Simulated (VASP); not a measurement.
# Ag (Fm-3m) in VASP: single point with PBE

Aim: the single point of Ag with PBE.

All numbers are computed with VASP 6.6.1; they aren't measurements. Logs are shortened: lines on timing, memory, paths and dates and some standing lists are left out, and cuts for length are marked.

## Step 1: The cell of the first run

Symmetry: Fm-3m, No. 225, cubic system. The conventional cell has a = 4.147 Å, b = 4.147 Å, c = 4.147 Å, α = 90.00°, β = 90.00°, γ = 90.00°. Within 3.9 Å of Ag (site symmetry m-3m) lie 12 Ag at 2.93 Å.

## Step 2: Single point, PBE

INCAR reads:

```
PREC = Accurate
ENCUT = 520
EDIFF = 1E-6
ISMEAR = 0
SIGMA = 0.1
LREAL = Auto
LASPH = T
NELM = 60
ALGO = Fast
ISIF = 2
LWAVE = F
LCHARG = F
GGA = PE
NBANDS = 168
```

KPOINTS reads:

```
Automatic mesh
0
Gamma
  4 4 4
```

POSCAR reads:

```
Ag
1.0
    0.0000000000      6.2212473400     -6.2212473400
    6.2212473400      6.2212473400      0.0000000000
    6.2212473400      0.0000000000     -6.2212473400
Ag
27
Direct
    0.6666666667      0.0000000000      0.6666666667
    0.6666666667      0.3333333333      0.6666666667
    0.6666666667      0.6666666667      0.6666666667
    0.3333333333      1.0000000000      0.6666666667
    0.3333333333      0.3333333333      0.6666666667
    0.3333333333      0.6666666667      0.6666666667
    0.0000000000      0.0000000000      0.6666666667
    0.0000000000      0.3333333333      0.6666666667
    0.0000000000      0.6666666667      0.6666666667
    0.6666666667      1.0000000000      0.3333333333
    0.6666666667      0.3333333333      0.3333333333
    0.6666666667      0.6666666667      0.3333333333
    0.3333333333      0.0000000000      0.3333333333
    0.3333333333      0.3333333333      0.3333333333
    0.3333333333      0.6666666667      0.3333333333
    0.0000000000      0.0000000000      0.3333333333
    0.0000000000      0.3333333333      0.3333333333
    0.0000000000      0.6666666667      0.3333333333
    0.6666666667      0.0000000000      0.0000000000
    0.6666666667      0.3333333333      0.0000000000
    0.6666666667      0.6666666667      0.0000000000
    0.3333333333      0.0000000000      0.0000000000
    0.3333333333      0.3333333333      0.0000000000
    0.3333333333      0.6666666667      0.0000000000
    0.0000000000      0.0000000000      0.0000000000
    0.0000000000      0.3333333333      0.0000000000
    0.0000000000      0.6666666667      0.0000000000
```

Potentials or basis: VASP PAW PBE potentials, release 64 (Ag).

On the command line:

```bash
> cat potpaw_PBE.64/Ag/POTCAR > POTCAR
> mpirun -np 1 vasp_std > vasp.out
```

OUTCAR:

```text
PREC = Accurate
   ENCUT = 520
   EDIFF = 1E-6
   ISMEAR = 0
   LREAL = Auto
   LASPH = T
   NELM = 60
   ISIF = 2
   GGA = PE

 ion  position               nearest neighbor table
   1  0.667  0.000  0.667-   2 2.93   3 2.93   7 2.93   9 2.93  19 2.93  21 2.93  16 2.93   5 2.93
                            11 2.93  22 2.93  10 2.93   4 2.93
   2  0.667  0.333  0.667-   1 2.93   7 2.93   8 2.93  19 2.93  20 2.93  17 2.93  23 2.93  12 2.93
                             6 2.93   3 2.93   5 2.93  11 2.93
   3  0.667  0.667  0.667-   1 2.93   9 2.93  21 2.93   4 2.93  10 2.93  18 2.93  20 2.93   8 2.93
                            24 2.93   2 2.93  12 2.93   6 2.93
   4  0.333  0.000  0.667-   5 2.93   6 2.93   7 2.93   8 2.93  22 2.93  24 2.93  25 2.93  14 2.93
                             3 2.93  10 2.93  13 2.93   1 2.93
   5  0.333  0.333  0.667-   4 2.93   8 2.93  22 2.93  23 2.93  26 2.93   9 2.93   1 2.93  14 2.93
                            15 2.93   2 2.93   6 2.93  11 2.93
   6  0.333  0.667  0.667-   4 2.93   7 2.93   9 2.93  24 2.93  27 2.93  13 2.93  23 2.93   5 2.93
                            15 2.93   3 2.93   2 2.93  12 2.93
   7  0.000  0.000  0.667-   1 2.93   2 2.93   4 2.93   6 2.93   8 2.93   9 2.93  19 2.93  25 2.93
                            27 2.93  17 2.93  13 2.93  16 2.93
   8  0.000  0.333  0.667-   2 2.93   4 2.93   5 2.93   7 2.93  20 2.93  25 2.93  26 2.93  14 2.93
                             3 2.93   9 2.93  17 2.93  18 2.93
   9  0.000  0.667  0.667-   1 2.93   3 2.93   6 2.93   7 2.93  21 2.93  27 2.93  16 2.93   5 2.93
                            26 2.93  15 2.93  18 2.93   8 2.93
  10  0.667  0.000  0.333-  11 2.93  12 2.93  16 2.93  18 2.93  19 2.93  20 2.93  25 2.93  14 2.93
                             3 2.93   1 2.93   4 2.93  13 2.93
  11  0.667  0.333  0.333-  10 2.93  16 2.93  17 2.93  20 2.93  26 2.93  21 2.93   1 2.93   5 2.93
                             2 2.93  12 2.93  14 2.93  15 2.93
[... 15 lines left out ...]
                            27 2.93  13 2.93  23 2.93  22 2.93
  20  0.667  0.333  0.000-   2 2.93   8 2.93  10 2.93  11 2.93  19 2.93  25 2.93  26 2.93  14 2.93
                             3 2.93  24 2.93  21 2.93  23 2.93
  21  0.667  0.667  0.000-   1 2.93   3 2.93   9 2.93  12 2.93  19 2.93  27 2.93  11 2.93  22 2.93
                            26 2.93  15 2.93  20 2.93  24 2.93
  22  0.333  0.000  0.000-   4 2.93   5 2.93  13 2.93  15 2.93  16 2.93  23 2.93  24 2.93  25 2.93
                            26 2.93   1 2.93  21 2.93  19 2.93
  23  0.333  0.333  0.000-   5 2.93  13 2.93  14 2.93  17 2.93  22 2.93  26 2.93  19 2.93   6 2.93
                             2 2.93  27 2.93  20 2.93  24 2.93
  24  0.333  0.667  0.000-   4 2.93   6 2.93  15 2.93  18 2.93  22 2.93  25 2.93  27 2.93  14 2.93
                             3 2.93  23 2.93  21 2.93  20 2.93
  25  0.000  0.000  0.000-   4 2.93   7 2.93   8 2.93  10 2.93  16 2.93  18 2.93  19 2.93  20 2.93
                            22 2.93  24 2.93  26 2.93  27 2.93
  26  0.000  0.333  0.000-   5 2.93   8 2.93  11 2.93  16 2.93  17 2.93  20 2.93  22 2.93  23 2.93
                            25 2.93  21 2.93   9 2.93  27 2.93
  27  0.000  0.667  0.000-   6 2.93   7 2.93   9 2.93  12 2.93  18 2.93  19 2.93  21 2.93  24 2.93
                            25 2.93  17 2.93  23 2.93  26 2.93

  LATTYP: Found a face centered cubic cell.
 ALAT       =    12.4424946800

  Lattice vectors:

 A1 = (   0.0000000000,   6.2212473400,  -6.2212473400)
 A2 = (   6.2212473400,   6.2212473400,   0.0000000000)
 A3 = (   6.2212473400,   0.0000000000,  -6.2212473400)

Analysis of symmetry for initial positions (statically):
=====================================================================
 Subroutine PRICEL returns following result:

  LATTYP: Found a face centered cubic cell.
 ALAT       =     4.1474982263

  Lattice vectors:

 A1 = (   0.0000000000,   2.0737491131,  -2.0737491131)
 A2 = (   2.0737491131,   2.0737491131,   0.0000000000)
 A3 = (   2.0737491131,   0.0000000000,  -2.0737491131)

  27 primitive cells build up your supercell.

 Routine SETGRP: Setting up the symmetry group for a
 face centered cubic supercell.

 Subroutine GETGRP returns: Found 48 space group operations
 (whereof 48 operations were pure point group operations)
 out of a pool of 48 trial point group operations.

The static configuration has the point symmetry O_h .

Analysis of symmetry for dynamics (positions and initial velocities):
=====================================================================
 Subroutine PRICEL returns following result:

  LATTYP: Found a face centered cubic cell.
 ALAT       =     4.1474982263

  Lattice vectors:

 A1 = (   0.0000000000,   2.0737491131,  -2.0737491131)
 A2 = (   2.0737491131,   2.0737491131,   0.0000000000)
 A3 = (   2.0737491131,   0.0000000000,  -2.0737491131)

  27 primitive cells build up your supercell.

 Routine SETGRP: Setting up the symmetry group for a
 face centered cubic supercell.

 Subroutine GETGRP returns: Found 48 space group operations
 (whereof 48 operations were pure point group operations)
 out of a pool of 48 trial point group operations.

The dynamic configuration has the point symmetry O_h .

 Subroutine INISYM returns: Found 48 space group operations
 (whereof 48 operations are pure point group operations),
 and found    27 'primitive' translations

----------------------------------------------------------------------------------------

                                     Primitive cell

  volume of cell :      17.8360

  direct lattice vectors                    reciprocal lattice vectors
     0.000000000  2.073749113 -2.073749113    -0.241109205  0.241109205 -0.241109205
     2.073749113  2.073749113  0.000000000     0.241109205  0.241109205  0.241109205
     2.073749113  0.000000000 -2.073749113     0.241109205 -0.241109205 -0.241109205

  length of vectors
     2.932724121  2.932724121  2.932724121     0.417613393  0.417613393  0.417613393

  position of ions in fractional coordinates (direct lattice)
     0.000000000  0.000000000  0.000000000

  ion indices of the primitive-cell ions
   primitive index   ion index
                 1           1

----------------------------------------------------------------------------------------

 KPOINTS: Automatic mesh

Automatic generation of k-mesh.
 Grid dimensions read from file:
 generate k-points for:    4    4    4

 Generating k-lattice:

  Cartesian coordinates                     Fractional coordinates (reciprocal lattice)
    -0.020092434  0.020092434 -0.020092434     0.250000000  0.000000000  0.000000000
     0.020092434  0.020092434  0.020092434     0.000000000  0.250000000  0.000000000
     0.020092434 -0.020092434 -0.020092434     0.000000000  0.000000000  0.250000000

  Length of vectors
     0.034801116  0.034801116  0.034801116

  Shift w.r.t. Gamma in fractional coordinates (k-lattice)
     0.000000000  0.000000000  0.000000000

 Subroutine IBZKPT returns following result:
 ===========================================

 Found      8 irreducible k-points:

 Following reciprocal coordinates:
            Coordinates               Weight
  0.000000  0.000000  0.000000      1.000000
  0.250000  0.000000  0.000000      8.000000
  0.500000  0.000000  0.000000      4.000000
  0.250000  0.250000  0.000000      6.000000
  0.500000  0.250000  0.000000     24.000000
 -0.250000  0.250000  0.000000     12.000000
  0.500000  0.500000  0.000000      3.000000
 -0.250000  0.500000  0.250000      6.000000
   k-points           NKPTS =      8   k-points in BZ     NKDIM =      8   number of bands    NBANDS=    168
   number of dos      NEDOS =    301   number of ions     NIONS =     27
   total plane-waves  NPLWV = 343000
   dimension x,y,z NGX =    70 NGY =   70 NGZ =   70
   dimension x,y,z NGXF=   140 NGYF=  140 NGZF=  140
   ions per type =              27
   NGX,Y,Z   is equivalent  to a cutoff of  13.23, 13.23, 13.23 a.u.
   NGXF,Y,Z  is equivalent  to a cutoff of  26.45, 26.45, 26.45 a.u.
 SYSTEM =  unknown system
   PREC   = accura    normal or accurate (medium, high low for compatibility)
   ISTART =      0    job   : 0-new  1-cont  2-samecut
   ICHARG =      2    charge: 1-file 2-atom 10-const
   ISPIN  =      1    spin polarized calculation?
   LNONCOLLINEAR =      F non collinear calculations
   LSORBIT =      F    spin-orbit coupling
   LASPH  =      T    aspherical Exc in radial PAW
   ENCUT  =  520.0 eV  38.22 Ry    6.18 a.u.  16.36 16.36 16.36*2*pi/ulx,y,z
   NELM   =     60;   NELMIN=  2; NELMDL= -5     # of ELM steps
   EDIFF  = 0.1E-05   stopping-criterion for ELM
   LREAL  =      T    real-space projection
   EDIFFG = 0.1E-04   stopping-criterion for IOM
   NSW    =      0    number of steps for IOM
   IBRION =     -1    ionic relax: 0-MD 1-quasi-New 2-CG
   NFREE  =      0    steps in history (QN), initial steepest desc. (CG)
   ISIF   =      2    stress and relaxation
   ISYM   =      2    0-nonsym 1-usesym 2-fastsym
   POTIM  = 0.5000    time-step for ionic-motion
   TEBEG  =    0.0;   TEEND  =   0.0 temperature during run
   PSTRESS=    0.0 pullay stress
   NELECT =     297.0000    total number of electrons
   NUPDOWN=      -1.0000    fix difference up-down
   EMIN   =  10.00;   EMAX   =-10.00  energy-range for DOS
   EFERMI =   0.00;   METHOD = LEGACY
   ISMEAR =     0;   SIGMA  =   0.10  broadening in eV -4-tet -1-fermi 0-gaus
   EFERMI_NEDOS =   21; number of points for ismear=-14 and -15
   IALGO  =     68    algorithm
   IMIX   =      4    mixing-type and parameters
     AMIX     =   0.40;   BMIX     =  1.00
     AMIX_MAG =   1.60;   BMIX_MAG =  1.00
  volume/ion in A,a.u.               =      17.84       120.36
  Fermi-wavevector in a.u.,A,eV,Ry     =   1.393497  2.633328 26.420271  1.941835
  Thomas-Fermi vector in A             =   2.517138
   LORBIT       =      0    0 simple, 1 ext, 2 COOP (PROOUT), +10 PAW based schemes
   GGA     = PE    functional components
   LHFCALC =     F    Hartree Fock is set to
   AEXX    =    0.0000 exact exchange contribution
   IVDW    =     0    specifies the selected vdW correction
   LEPSILON=     F    determine dielectric tensor
   LRPA    =     F    only Hartree local field effects (RPA)
 non-spin polarized calculation
 RMM-DIIS sequential band-by-band and
 Gauss-broadening in eV      SIGMA  =   0.10
  energy-cutoff  :      520.00
  volume of cell :      481.57
 maximum number of plane-waves:     12986
 NGX is ok and might be reduce to    70
   NGX = 33   NGY = 33   NGZ = 33

 number of electron     297.0000007 magnetization

 Free energy of the ion-electron system (eV)
  ---------------------------------------------------
  ext. energy  EPLUGINS =         0.00000000
  ---------------------------------------------------
  free energy    TOTEN  =       -73.29766363 eV

  energy without entropy =      -73.25292804  energy(sigma->0) =      -73.27529583

 E-fermi :   7.7714     XC(G=0): -11.9419

 val. band max:        7.5979636667   @ k =   0.5000   0.5000   0.0000
 cond. band min:       7.8130603514   @ k =  -0.2500   0.5000   0.2500
 fundamental gap:      0.2150966847
 Fermi energy:         7.7713720318

 k-point     1 :       0.0000    0.0000    0.0000
  band No.  band energies     occupation
      1       0.3771      2.00000
      2       1.8133      2.00000
      3       1.8133      2.00000
      4       1.8133      2.00000
      5       1.8133      2.00000
      6       1.8133      2.00000
[... 1293 lines left out ...]
    159       9.8642      0.00000
    160      10.1474      0.00000
 [bands above 160 left out]

------------------------ aborting loop because EDIFF is reached ----------------------------------------

  FORCE on cell =-STRESS in cart. coord.  units (eV):
  Direction    XX          YY          ZZ          XY          YZ          ZX
  --------------------------------------------------------------------------------------
  -------------------------------------------------------------------------------------
  Total        0.2747209      0.2747209      0.2747209     -0.0000000     -0.0000000     -0.0000000
  in kB        0.9139868      0.9139868      0.9139868     -0.0000000     -0.0000000     -0.0000000
  external PRESSURE =       0.9139868 kB  Pullay stress =       0.0000000 kB

 VOLUME and BASIS-vectors are now :
 -----------------------------------------------------------------------------
  energy-cutoff  :      520.00
  volume of cell :      481.57
      direct lattice vectors                 reciprocal lattice vectors
     0.000000000  6.221247340 -6.221247340    -0.080369735  0.080369735 -0.080369735
     6.221247340  6.221247340  0.000000000     0.080369735  0.080369735  0.080369735
     6.221247340  0.000000000 -6.221247340     0.080369735 -0.080369735 -0.080369735

 POSITION                                       TOTAL-FORCE (eV/Angst)
 -----------------------------------------------------------------------------------
      4.14750      4.14750     -8.29500         0.000000     -0.000000      0.000000
      6.22125      6.22125     -8.29500         0.000000      0.000000      0.000000
      8.29500      8.29500     -8.29500        -0.000000     -0.000000     -0.000000
      4.14750      2.07375     -6.22125         0.000000      0.000000     -0.000000
      6.22125      4.14750     -6.22125        -0.000000      0.000000     -0.000000
      8.29500      6.22125     -6.22125        -0.000000     -0.000000     -0.000000
[... 19 lines left out ...]
      2.07375      2.07375      0.00000        -0.000000     -0.000000     -0.000000
      4.14750      4.14750      0.00000        -0.000000     -0.000000     -0.000000
 -----------------------------------------------------------------------------------
    total drift:                               -0.000000      0.000000      0.000000

  FREE ENERGIE OF THE ION-ELECTRON SYSTEM (eV)
  ---------------------------------------------------
  free  energy   TOTEN  =       -73.2976636304 eV

  energy  without entropy=      -73.2529280363  energy(sigma->0) =      -73.27529583
```

It took 29 min on 1 thread of Intel Xeon Platinum 8259CL at 2.50GHz (Skylake/Cascade Lake), shared host; peak memory 0.89 GiB.

Results:

* Free energy: -73.2977 eV
* Pressure: 0.1 GPa
* Band gap on the k mesh: zero (an odd number of electrons rules out a gap without spin polarisation)

The gap in the log of VASP goes by the Fermi energy; the results here count the filled bands.